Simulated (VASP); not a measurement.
A run of VASP 6.6.1 is set up as follows.

The input INCAR:

```
PREC     = Accurate       # precision mode
ENCUT    = 520            # plane-wave cutoff, eV
EDIFF    = 1E-8           # SCF threshold, eV
ISMEAR   = -1             # smearing method
SIGMA    = 0.02           # smearing width, eV
LREAL    = F              # projectors in reciprocal space
LASPH    = T              # aspherical terms in the spheres
NELM     = 60             # most SCF steps
ALGO     = Normal         # electronic algorithm
ISIF     = 2              # what is computed and relaxed
LWAVE    = F              # write WAVECAR
LCHARG   = F              # write CHGCAR
GGA      = PE             # functional
LEFG     = T            
NBANDS   = 17             # bands
```

The input KPOINTS:

```
regular mesh
0
Gamma
  9 9 9
```

The input POSCAR:

```
SnSe
1.0
    0.0000000000      3.0100000000      2.9498000000
    3.0100000000      0.0000000000      2.9498000000
    3.0100000000      3.0100000000      0.0000000000
Sn Se
1 1
Direct
    0.0000000000      0.0000000000      0.0000000000
    0.5000000000      0.5000000000      0.5000000000
```

Potentials or basis: VASP PAW PBE potentials, release 64 (Sn_d, Se).

Launch:

```console
$ cat potpaw_PBE.64/Sn_d/POTCAR potpaw_PBE.64/Se/POTCAR > POTCAR
$ mpirun -np 1 vasp_std > vasp.out
```

Predict the pressure.

2.2 GPa.

What does it give for the band gap on the k mesh?

0.51 eV, indirect (least direct gap 0.54 eV).

Electric field gradients, principal values (V/Å²):
```csv
atom,least,middle,greatest (by size)
1 Sn,14.480,14.482,-28.962
2 Se,1.803,1.803,-3.606
```

Caveat: the cell differs from its parent crystal (zz strain of -2 %); without QUAD_EFG the Cq values of the log hold for a quadrupole moment of 1 mb, not for the nuclei; spin-orbit coupling is left out, which moves the levels of the heavy elements. A k mesh can miss the band edges.
